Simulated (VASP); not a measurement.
# LiMg2Sn2 in VASP: further runs

The runs below take LiMg2Sn2 through single point, relaxation of cell and atoms, with PBE.

Everything below comes from runs of VASP 6.6.1. Logs are shortened: lines on timing, memory, paths and dates and some standing lists are left out, and cuts for length are marked.

### Step 1. The cell of the first run

Symmetry: P-3m1, No. 164, trigonal system. The conventional cell has a = 4.740 Å, b = 4.740 Å, c = 6.449 Å, α = 90.00°, β = 90.00°, γ = 120.00°. Within 3.9 Å of Mg (site symmetry 3m) lie 5 Sn at 2.97 to 3.40 Å and 3 Mg at 3.33 Å and 3 Li at 3.56 Å. Within 3.9 Å of Sn (site symmetry 3m) lie 3 Li at 2.96 Å and 5 Mg at 2.97 to 3.40 Å and 3 Sn at 3.54 Å. Within 3.9 Å of Li (site symmetry -3m) lie 6 Sn at 2.96 Å and 6 Mg at 3.56 Å.

### Step 2. Single point, PBE

The input, INCAR:

```
SYSTEM = LiMg2Sn2
ALGO = Normal
EDIFF = 1E-7
ENCUT = 520
GGA = PE
ISIF = 2
ISMEAR = -1
LASPH = .True.
LCHARG = .False.
LREAL = .False.
LWAVE = .False.
NBANDS = 26
NELM = 60
PREC = Accurate
SIGMA = 0.1
```

The input, KPOINTS:

```
k-points
0
Gamma
  5 5 3
  0 0 0
```

The input, POSCAR:

```
LiMg2Sn2
1.0
    4.7399545785     -0.0000003116      0.0000000000
   -2.3699770194      4.1049212336      0.0000000000
    0.0000000000      0.0000000000      6.4487687712
Mg Sn Li
2 2 1
Direct
    0.3333333333      0.6666666667      0.6470496714
    0.6666666667      0.3333333333      0.3529503286
    0.3333333333      0.6666666667      0.1741102023
    0.6666666667      0.3333333333      0.8258897977
    0.0000000000      0.0000000000      0.0000000000
```

Potentials or basis: VASP PAW PBE potentials, release 64 (Mg, Sn_d, Li_sv).

Run with:

```bash
$ cat potpaw_PBE.64/Mg/POTCAR potpaw_PBE.64/Sn_d/POTCAR potpaw_PBE.64/Li_sv/POTCAR > POTCAR
$ mpirun -np 1 vasp_std > vasp.out
```

OUTCAR:

```text
SYSTEM = LiMg2Sn2
   EDIFF = 1E-7
   ENCUT = 520
   GGA = PE
   ISIF = 2
   ISMEAR = -1
   LASPH = .True.
   LREAL = .False.
   NELM = 60
   PREC = Accurate

 ion  position               nearest neighbor table
   1  0.333  0.667  0.647-   4 2.97   4 2.97   4 2.97   3 3.05   2 3.33   2 3.33   2 3.33   3 3.40

   2  0.667  0.333  0.353-   3 2.97   3 2.97   3 2.97   4 3.05   1 3.33   1 3.33   1 3.33   4 3.40

   3  0.333  0.667  0.174-   5 2.96   5 2.96   5 2.96   2 2.97   2 2.97   2 2.97   1 3.05   1 3.40
                             4 3.54   4 3.54   4 3.54
   4  0.667  0.333  0.826-   5 2.96   5 2.96   5 2.96   1 2.97   1 2.97   1 2.97   2 3.05   2 3.40
                             3 3.54   3 3.54   3 3.54
   5  0.000  0.000  0.000-   3 2.96   4 2.96   4 2.96   3 2.96   4 2.96   3 2.96

  LATTYP: Found a hexagonal cell.
 ALAT       =     4.7399545785
 C/A-ratio  =     1.3605127780

  Lattice vectors:

 A1 = (   4.7399545785,  -0.0000003116,   0.0000000000)
 A2 = (  -2.3699770194,   4.1049212336,   0.0000000000)
 A3 = (   0.0000000000,   0.0000000000,   6.4487687712)

Analysis of symmetry for initial positions (statically):
=====================================================================
 Subroutine PRICEL returns:
 Original cell was already a primitive cell.

 Routine SETGRP: Setting up the symmetry group for a
 hexagonal supercell.

 Subroutine GETGRP returns: Found 12 space group operations
 (whereof 12 operations were pure point group operations)
 out of a pool of 24 trial point group operations.

The static configuration has the point symmetry D_3d.

Analysis of symmetry for dynamics (positions and initial velocities):
=====================================================================
 Subroutine PRICEL returns:
 Original cell was already a primitive cell.

 Routine SETGRP: Setting up the symmetry group for a
 hexagonal supercell.

 Subroutine GETGRP returns: Found 12 space group operations
 (whereof 12 operations were pure point group operations)
 out of a pool of 24 trial point group operations.

The dynamic configuration has the point symmetry D_3d.

 Subroutine INISYM returns: Found 12 space group operations
 (whereof 12 operations are pure point group operations),
 and found     1 'primitive' translations

----------------------------------------------------------------------------------------

                                     Primitive cell

  volume of cell :     125.4746

  direct lattice vectors                    reciprocal lattice vectors
     4.739954578 -0.000000312  0.000000000     0.210972494  0.121805008  0.000000000
    -2.369977019  4.104921234  0.000000000     0.000000016  0.243610043  0.000000000
     0.000000000  0.000000000  6.448768771     0.000000000  0.000000000  0.155068360
[... 83 lines left out ...]
   ISIF   =      2    stress and relaxation
   ISYM   =      2    0-nonsym 1-usesym 2-fastsym
   POTIM  = 0.5000    time-step for ionic-motion
   TEBEG  =    0.0;   TEEND  =   0.0 temperature during run
   PSTRESS=    0.0 pullay stress
   NELECT =      35.0000    total number of electrons
   NUPDOWN=      -1.0000    fix difference up-down
   EMIN   =  10.00;   EMAX   =-10.00  energy-range for DOS
   EFERMI =   0.00;   METHOD = LEGACY
   ISMEAR =    -1;   SIGMA  =   0.10  broadening in eV -4-tet -1-fermi 0-gaus
   EFERMI_NEDOS =   21; number of points for ismear=-14 and -15
   IALGO  =     38    algorithm
   IMIX   =      4    mixing-type and parameters
     AMIX     =   0.40;   BMIX     =  1.00
     AMIX_MAG =   1.60;   BMIX_MAG =  1.00
  volume/ion in A,a.u.               =      25.09       169.35
  Fermi-wavevector in a.u.,A,eV,Ry     =   1.069660  2.021363 15.567400  1.144172
  Thomas-Fermi vector in A             =   2.205346
   LORBIT       =      0    0 simple, 1 ext, 2 COOP (PROOUT), +10 PAW based schemes
   GGA     = PE    functional components
   LHFCALC =     F    Hartree Fock is set to
   AEXX    =    0.0000 exact exchange contribution
   IVDW    =     0    specifies the selected vdW correction
   LEPSILON=     F    determine dielectric tensor
   LRPA    =     F    only Hartree local field effects (RPA)
 non-spin polarized calculation
  energy-cutoff  :      520.00
  volume of cell :      125.47
 maximum number of plane-waves:      3385
 NGX is ok and might be reduce to    36
   NGX = 17   NGY = 17   NGZ = 23

 number of electron      35.0000014 magnetization

 Free energy of the ion-electron system (eV)
  ---------------------------------------------------
  ext. energy  EPLUGINS =         0.00000000
  ---------------------------------------------------
  free energy    TOTEN  =       -13.24384360 eV

  energy without entropy =      -13.17332092  energy(sigma->0) =      -13.20858226

 E-fermi :   4.2678     XC(G=0):  -8.8344

 val. band max:        4.2544281021   @ k =   0.2000   0.2000   0.0000
 cond. band min:       4.3481853333   @ k =   0.4000   0.2000   0.3333
 fundamental gap:      0.0937572312
 Fermi energy:         4.2677552175

 k-point     1 :       0.0000    0.0000    0.0000
  band No.  band energies     occupation
      1     -42.3956      2.00000
      2     -16.9208      2.00000
      3     -16.9094      2.00000
      4     -16.9094      2.00000
      5     -16.9033      2.00000
      6     -16.9033      2.00000
[... 337 lines left out ...]
     25      10.0257      0.00000
     26      10.4440      0.00000

------------------------ aborting loop because EDIFF is reached ----------------------------------------

  FORCE on cell =-STRESS in cart. coord.  units (eV):
  Direction    XX          YY          ZZ          XY          YZ          ZX
  --------------------------------------------------------------------------------------
  -------------------------------------------------------------------------------------
  Total       -0.0711365     -0.0711365     -0.0945724      0.0000000      0.0000000      0.0000000
  in kB       -0.9083379     -0.9083379     -1.2075887      0.0000000      0.0000000      0.0000000
  external PRESSURE =      -1.0080881 kB  Pullay stress =       0.0000000 kB

 VOLUME and BASIS-vectors are now :
 -----------------------------------------------------------------------------
  energy-cutoff  :      520.00
  volume of cell :      125.47
      direct lattice vectors                 reciprocal lattice vectors
     4.739954578 -0.000000312  0.000000000     0.210972494  0.121805008  0.000000000
    -2.369977019  4.104921234  0.000000000     0.000000016  0.243610043  0.000000000
     0.000000000  0.000000000  6.448768771     0.000000000  0.000000000  0.155068360

 POSITION                                       TOTAL-FORCE (eV/Angst)
 -----------------------------------------------------------------------------------
      0.00000      2.73661      4.17267        -0.000000      0.000000     -0.002144
      2.36998      1.36831      2.27610         0.000000     -0.000000      0.002144
      0.00000      2.73661      1.12280        -0.000000     -0.000000      0.009027
      2.36998      1.36831      5.32597         0.000000      0.000000     -0.009027
      0.00000      0.00000      0.00000         0.000000     -0.000000      0.000000
 -----------------------------------------------------------------------------------
    total drift:                                0.000000     -0.000000      0.000000

  FREE ENERGIE OF THE ION-ELECTRON SYSTEM (eV)
  ---------------------------------------------------
  free  energy   TOTEN  =       -13.2438435965 eV

  energy  without entropy=      -13.1733209237  energy(sigma->0) =      -13.20858226
```

stdout:

```text
POSCAR found type information on POSCAR MgSnLi
 POSCAR found :  3 types and       5 ions
 scaLAPACK will be used
 LDA part: xc-table for (Slater+PW92), standard interpolation
 POSCAR, INCAR and KPOINTS ok, starting setup
 FFT: planning ... GRIDC
 FFT: planning ... GRID_SOFT
 FFT: planning ... GRID
 WAVECAR not read
 entering main loop
```

Run time: 18 s. Hardware: 1 thread of Intel Xeon 6975P-C (Granite Rapids), shared host; peak memory 0.25 GiB.

What came out:

- Free energy: -13.2438 eV
- Largest force: 0.009 eV/Å

Forces on the atoms (eV/Å):
```
Mg   0.000  0.000 -0.002
Mg   0.000  0.000  0.002
Sn   0.000  0.000  0.009
Sn   0.000  0.000 -0.009
Li   0.000  0.000  0.000
```

Levels at points of the mesh, in eV from the Fermi level:
```
           k point  band 15  band 16  band 17  band 18  band 19  band 20
(0.00, 0.00, 0.00)    -0.55    -0.55     0.35     0.74     0.74     2.95
```

Caveat: the cutoff is under 1.25 times the usual one of these potentials, so pressure, stress and relaxed cells hold a basis-set (Pulay) error; spin-orbit coupling is left out, which moves the levels of the heavy elements.

### Step 3. Single point, PBE

The input, INCAR:

```
SYSTEM = LiMg2Sn2
PREC = Accurate
ENCUT = 520
EDIFF = 1E-6
ISMEAR = 0
SIGMA = 0.1
LREAL = .False.
LASPH = .True.
NELM = 100
ALGO = Normal
ISIF = 2
LWAVE = .False.
LCHARG = .True.
GGA = PE
LELF = .True.
LVHAR = .True.
NBANDS = 26
```

The input, KPOINTS:

```
regular mesh
0
Gamma
  5 5 3
  0 0 0
```

The input, POSCAR:

```
LiMg2Sn2
1.0
    4.7376086504     -0.0000003115      0.0000000000
   -2.3688040555      4.1028896002      0.0000000000
    0.0000000000      0.0000000000      6.4530965142
Mg Sn Li
2 2 1
Direct
    0.3333333333      0.6666666667      0.6460282775
    0.6666666667      0.3333333333      0.3539717225
    0.3333333333      0.6666666667      0.1726082704
    0.6666666667      0.3333333333      0.8273917296
    0.0000000000      0.0000000000      0.0000000000
```

Potentials or basis: VASP PAW PBE potentials, release 64 (Mg, Sn_d, Li_sv).

Run with:

```bash
$ cat potpaw_PBE.64/Mg/POTCAR potpaw_PBE.64/Sn_d/POTCAR potpaw_PBE.64/Li_sv/POTCAR > POTCAR
$ mpirun -np 1 vasp_std > vasp.out
```

Run time: 16 s. Hardware: 1 thread of Intel Xeon 6975P-C (Granite Rapids), shared host; peak memory 0.25 GiB.

The run converged. Its results:

| Quantity | Value |
| --- | --- |
| Free energy | -13.2109 eV |
| Largest force | 0.006 eV/Å |

Forces on the atoms (eV/Å):
```
Mg   0.000  0.000 -0.006
Mg   0.000  0.000  0.006
Sn   0.000  0.000  0.002
Sn   0.000  0.000 -0.002
Li   0.000  0.000  0.000
```

Levels at points of the mesh, in eV from the Fermi level:
```
           k point  band 15  band 16  band 17  band 18  band 19  band 20
(0.00, 0.00, 0.00)    -0.59    -0.59     0.29     0.70     0.70     2.94
```

Caveat: the cutoff is under 1.25 times the usual one of these potentials, so pressure, stress and relaxed cells hold a basis-set (Pulay) error; spin-orbit coupling is left out, which moves the levels of the heavy elements.

### Step 4. Relaxation of cell and atoms, PBE

This run uses another cell than the first one, of 24.43 Å³/atom, 0.974 times its volume.

The input, INCAR:

```
SYSTEM = LiMg2Sn2
ALGO = Normal ; EDIFF = 1E-6
EDIFFG = -0.01 ; ENCUT = 600
GGA = PE ; IBRION = 2
ISIF = 3 ; ISMEAR = -1
LASPH = .True. ; LCHARG = .False.
LREAL = .False. ; LWAVE = .False.
NELM = 60 ; NSW = 60
PREC = Accurate ; SIGMA = 0.1
```

The input, KPOINTS:

```
k-points
0
Gamma
  5 5 3
  0 0 0
```

The input, POSCAR:

```
LiMg2Sn2
1.0
    4.3911430000      0.0000000000      0.0000000000
   -2.1955710000      3.8028420000      0.0000000000
    0.0000000000      0.0000000000      7.3154570000
Mg Sn Li
2 2 1
Direct
    0.3333000000      0.6667000000      0.6286000000
    0.6667000000      0.3333000000      0.3714000000
    0.3333000000      0.6667000000      0.2571000000
    0.6667000000      0.3333000000      0.7429000000
    0.0000000000      0.0000000000      0.0000000000
```

Run with:

```bash
$ cat potpaw_PBE.64/Mg/POTCAR potpaw_PBE.64/Sn_d/POTCAR potpaw_PBE.64/Li_sv/POTCAR > POTCAR
$ mpirun -np 1 vasp_std > vasp.out
```

It took 9.4 min on 1 thread of Intel Xeon 6975P-C (Granite Rapids), shared host; peak memory 0.33 GiB.

Results (log left out):

* Free energy: -13.2424 eV
* Relaxed volume: 25.03 Å³/atom
* Relaxed cell: a = 4.736 Å, b = 4.736 Å, c = 6.442 Å, α = 90.04°, β = 89.96°, γ = 119.97°
* Space group after relaxing (to 0.05 Å): P-3m1 (No. 164)
* Energy gained by relaxing: 294.7 meV/atom
* Ionic steps: 30
* Pressure after relaxing: 0.0 GPa
* Largest force after relaxing: 0.008 eV/Å

Forces in eV/Å, atoms in the order of the input:
```
Mg  -0.001  0.000 -0.004
Mg   0.001  0.000  0.004
Sn   0.000  0.000  0.008
Sn   0.000  0.000 -0.008
Li   0.000  0.000  0.000
```

Step by step:
```csv
step,energy change (eV),largest force (eV/Å),pressure (GPa),volume (Å³)
1,0.0000,1.8667,7.78,122.16
2,-0.7038,0.6316,-0.44,144.31
3,-0.7087,0.5431,-0.99,146.76
4,-0.7928,0.5884,-0.93,144.46
5,-1.0283,0.7879,-0.63,137.40
6,-1.2147,1.0074,1.92,122.52
7,-1.2446,0.8636,1.91,122.10
8,-1.2901,0.4735,2.23,120.83
9,-1.2916,0.3663,2.33,120.47
10,-1.3274,0.3206,1.82,121.73
11,-1.4008,0.2197,0.41,125.51
12,-1.4159,0.1023,-1.71,133.17
13,-1.4286,0.1343,-0.96,130.16
14,-1.4419,0.1109,-0.81,129.33
15,-1.4654,0.0662,-0.32,126.82
16,-1.4673,0.0681,-0.03,125.78
17,-1.4674,0.0630,-0.07,125.91
18,-1.4680,0.0600,-0.04,125.74
19,-1.4695,0.0505,0.08,125.25
20,-1.4700,0.0298,0.33,124.26
21,-1.4701,0.0378,0.23,124.62
22,-1.4707,0.0340,0.19,124.74
23,-1.4720,0.0229,0.06,125.12
24,-1.4722,0.0253,-0.18,125.86
25,-1.4725,0.0114,-0.09,125.56
26,-1.4729,0.0121,-0.05,125.42
27,-1.4731,0.0123,-0.03,125.29
28,-1.4732,0.0121,0.03,125.05
29,-1.4732,0.0109,0.02,125.08
30,-1.4733,0.0075,-0.01,125.15
```

Final structure:
```cif
data_structure
_symmetry_space_group_name_H-M 'P 1'
_symmetry_Int_Tables_number 1
_cell_length_a 4.7358
_cell_length_b 4.7358
_cell_length_c 6.4417
_cell_angle_alpha 90.040
_cell_angle_beta 89.960
_cell_angle_gamma 119.972
_cell_volume 125.15
loop_
_atom_site_label
_atom_site_type_symbol
_atom_site_fract_x
_atom_site_fract_y
_atom_site_fract_z
_atom_site_occupancy
Mg1 Mg 0.33330 0.66670 0.64711 1
Mg2 Mg 0.66670 0.33330 0.35289 1
Sn1 Sn 0.33337 0.66663 0.17409 1
Sn2 Sn 0.66663 0.33337 0.82591 1
Li1 Li 0.00000 0.00000 0.00000 1
```

Levels at points of the mesh, in eV from the Fermi level:
```tsv
k point	band 13	band 14	band 15	band 16	band 17	band 18	band 19	band 20	band 21
(0.00, 0.00, 0.00)	-6.40	-3.79	-0.56	-0.56	0.35	0.74	0.75	2.95	3.16
```

Caveat: the cutoff is under 1.25 times the usual one of these potentials, so pressure, stress and relaxed cells hold a basis-set (Pulay) error; spin-orbit coupling is left out, which moves the levels of the heavy elements.

### Step 5. Relaxation of cell and atoms, PBE

This run uses another cell than the first one, of 24.43 Å³/atom, 0.974 times its volume.

The input, INCAR:

```
SYSTEM = LiMg2Sn2
PREC = Accurate
ENCUT = 600
EDIFF = 1E-6
ISMEAR = 0
SIGMA = 0.1
LREAL = .FALSE.
LASPH = .TRUE.
NELM = 100
ALGO = Normal
ISIF = 3
LWAVE = .FALSE.
LCHARG = .FALSE.
GGA = PE
IBRION = 2
NSW = 60
EDIFFG = -0.01
```

The input, KPOINTS:

```
regular mesh
0
G
  5 5 3
  0 0 0
```

POSCAR is that of step 4.

Run with:

```bash
$ cat potpaw_PBE.64/Mg/POTCAR potpaw_PBE.64/Sn_d/POTCAR potpaw_PBE.64/Li_sv/POTCAR > POTCAR
$ mpirun -np 1 vasp_std > vasp.out
```

Wall time 12 min (1 thread of Intel Xeon 6975P-C (Granite Rapids), shared host); peak memory 0.33 GiB.

The run converged. Its results:

```yaml
Free_energy: -13.2095 eV
Relaxed_volume: 25.02 Å³/atom
Relaxed_cell: a = 4.730 Å, b = 4.730 Å, c = 6.448 Å, α = 90.16°, β = 89.84°, γ = 119.87°
Space_group_after_relaxing_to_0.05_Å: P-3m1 (No. 164)
Energy_gained_by_relaxing: 296.2 meV/atom
Ionic_steps: 34
Pressure_after_relaxing: 0.0 GPa
```

Forces in eV/Å, atoms in the order of the input:
```
Mg  -0.001  0.000 -0.001
Mg   0.001  0.000  0.001
Sn   0.001 -0.001  0.002
Sn  -0.001  0.001 -0.002
Li   0.000  0.000  0.000
```

The path:
```tsv
step	energy change (eV)	largest force (eV/Å)	pressure (GPa)	volume (Å³)
1	0.0000	1.8490	7.75	122.16
2	-0.7095	0.6129	-0.47	144.20
3	-0.7150	0.5189	-1.07	146.84
4	-0.8089	0.5888	-1.01	144.45
5	-1.0374	0.8821	-0.59	137.02
6	-1.0453	1.2966	3.07	120.93
7	-1.1439	1.2476	0.85	127.70
8	-1.1349	1.2813	1.42	125.59
9	-1.1698	1.1733	1.39	125.09
10	-1.2403	0.8372	1.58	123.57
11	-1.2417	0.1607	2.69	120.45
12	-1.2648	0.5896	2.01	122.10
13	-1.2652	0.4286	2.23	121.51
14	-1.3045	0.3909	1.69	122.82
15	-1.3847	0.2975	0.25	126.78
16	-1.4004	0.1303	-1.99	134.76
17	-1.4158	0.1758	-1.16	131.39
18	-1.4361	0.1406	-1.00	130.38
19	-1.4640	0.0909	-0.60	128.04
20	-1.4671	0.0808	-0.30	126.91
21	-1.4693	0.0761	-0.16	126.28
22	-1.4708	0.0718	0.04	125.48
23	-1.4695	0.0631	0.48	123.88
24	-1.4711	0.0706	0.17	125.03
25	-1.4725	0.0619	0.13	125.15
26	-1.4755	0.0376	0.01	125.50
27	-1.4753	0.0282	-0.24	126.22
28	-1.4765	0.0179	-0.11	125.84
29	-1.4781	0.0189	-0.08	125.61
30	-1.4804	0.0274	0.05	124.99
31	-1.4806	0.0357	0.10	124.78
32	-1.4811	0.0165	-0.04	125.27
33	-1.4811	0.0141	-0.06	125.33
34	-1.4812	0.0030	-0.01	125.11
```

Final structure:
```yaml
crystal:
  lattice:
    - [4.73019, 0.00548, 0.00665]
    - [-2.36035, 4.09920, -0.00665]
    - [0.00883, -0.00510, 6.44812]
  atoms:
    - { symbol: Mg, position: [0.33319, 0.66681, 0.64555] }
    - { symbol: Mg, position: [0.66681, 0.33319, 0.35445] }
    - { symbol: Sn, position: [0.33340, 0.66660, 0.17229] }
    - { symbol: Sn, position: [0.66660, 0.33340, 0.82771] }
    - { symbol: Li, position: [0.00000, 0.00000, 0.00000] }
```

Levels at points of the mesh, in eV from the Fermi level:
```
           k point  band 15  band 16  band 17  band 18  band 19  band 20
(0.00, 0.00, 0.00)    -0.60    -0.59     0.29     0.69     0.72     2.95
```

Caveat: the cutoff is under 1.25 times the usual one of these potentials, so pressure, stress and relaxed cells hold a basis-set (Pulay) error; spin-orbit coupling is left out, which moves the levels of the heavy elements.

### Step 6. Summary

| task | cell | cutoff (eV) | smearing | gap on the mesh (eV) | pressure (GPa) | relaxed volume (Å³/atom) | largest force (eV/Å) |
| --- | --- | --- | --- | --- | --- | --- | --- |
| single point | a = 4.740, b = 4.740, c = 6.449 Å, angles 90.0, 90.0, 120.0°, 5 atoms | 520 | fermi-dirac 0.1 eV | none | - | - | 0.01 |
| single point | a = 4.738, b = 4.738, c = 6.453 Å, angles 90.0, 90.0, 120.0°, 5 atoms | 520 | gaussian 0.1 eV | none | - | - | 0.01 |
| relaxation of cell and atoms | relaxed from a = 4.391, b = 4.391, c = 7.315 Å, angles 90.0, 90.0, 120.0°, 5 atoms | 600 | fermi-dirac 0.1 eV | none | 0.0 | 25.03 | 0.01 |
| relaxation of cell and atoms | relaxed from a = 4.391, b = 4.391, c = 7.315 Å, angles 90.0, 90.0, 120.0°, 5 atoms | 600 | gaussian 0.1 eV | none | 0.0 | 25.02 | - |

Alike in all rows: level PBE; potentials or basis VASP PAW PBE potentials, release 64 (Mg, Sn_d, Li_sv); no spin polarisation; k mesh 5 × 5 × 3.

Caveats: the cutoff is under 1.25 times the usual one of these potentials, so pressure, stress and relaxed cells hold a basis-set (Pulay) error; spin-orbit coupling is left out, which moves the levels of the heavy elements.

Absolute energies hang on the potentials; compare differences alone.
